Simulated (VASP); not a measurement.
Write the native input for VASP 6.6.1 that does the following.

```
Task                   : single point
Functional             : PBE
Potentials or basis    : VASP PAW PBE potentials, release 64 (Cu, O, K_sv)
Cutoff                 : 600 eV
k mesh                 : 4 × 3 × 3, shifted
Occupations            : fermi-dirac, width 0.1 eV
Spin                   : no spin polarisation
Hubbard terms          : Cu d U = 3.22 eV
Dipole correction      : no
Further INCAR settings : ALGO = Normal; EDIFF = 1e-06; NBANDS = 71
```

The structure of K2Cu2O3 lies in POSCAR:

```
K2Cu2O3
1.0
    6.0089352400      0.0000000000      0.0000000000
    0.0000000000      6.2954756600      0.0000000000
   -2.7035147400      0.0000000000      5.5430345100
Cu O K
4 6 4
Direct
    0.3300000000      0.1243000000      0.0676000000
    0.6700000000      0.6243000000      0.4324000000
    0.6700000000      0.8757000000      0.9324000000
    0.3300000000      0.3757000000      0.5676000000
    0.3984000000      0.3856000000      0.2673000000
    0.6016000000      0.8856000000      0.2327000000
    0.6016000000      0.6144000000      0.7327000000
    0.3984000000      0.1144000000      0.7673000000
    0.0000000000      0.0000000000      0.0000000000
    0.0000000000      0.5000000000      0.5000000000
    0.1809000000      0.8502000000      0.4224000000
    0.8191000000      0.3502000000      0.0776000000
    0.8191000000      0.1498000000      0.5776000000
    0.1809000000      0.6498000000      0.9224000000
```

The input as run:

INCAR

```
PREC = Accurate ; ENCUT = 600
EDIFF = 1E-6 ; ISMEAR = -1
SIGMA = 0.1 ; LREAL = F
LASPH = T ; NELM = 200
ALGO = Normal ; ISIF = 2
LWAVE = F ; LCHARG = F
LMAXMIX = 4 ; LDAU = T
LDAUTYPE = 2 ; LDAUL = 2 -1 -1
LDAUU = 3.22 0 0 ; LDAUJ = 0 0 0
LDAUPRINT = 1 ; GGA = PE
NBANDS = 71 ; GGA_COMPAT = F
```

KPOINTS

```
Automatic mesh
0
Gamma
  4 3 3
  0 0.5 0.5
```

Potentials or basis: VASP PAW PBE potentials, release 64 (Cu, O, K_sv).

Launch:

```bash
$ cat potpaw_PBE.64/Cu/POTCAR potpaw_PBE.64/O/POTCAR potpaw_PBE.64/K_sv/POTCAR > POTCAR
$ mpirun -np 1 vasp_std > vasp.out
```

It gave:

```json
{
 "Pressure": "-0.5 GPa",
 "Largest force": "0.725 eV/Å",
 "Band gap on the k mesh": "zero (bands 58 and 59 overlap by 0.02 eV)"
}
```

Caveat: the k points lie up to 0.36 Å⁻¹ apart; U without spin polarisation on a metal has little footing.

It took 10 min on 1 thread of Intel Xeon 8259CL, on a shared host, peak memory 0.46 GiB.
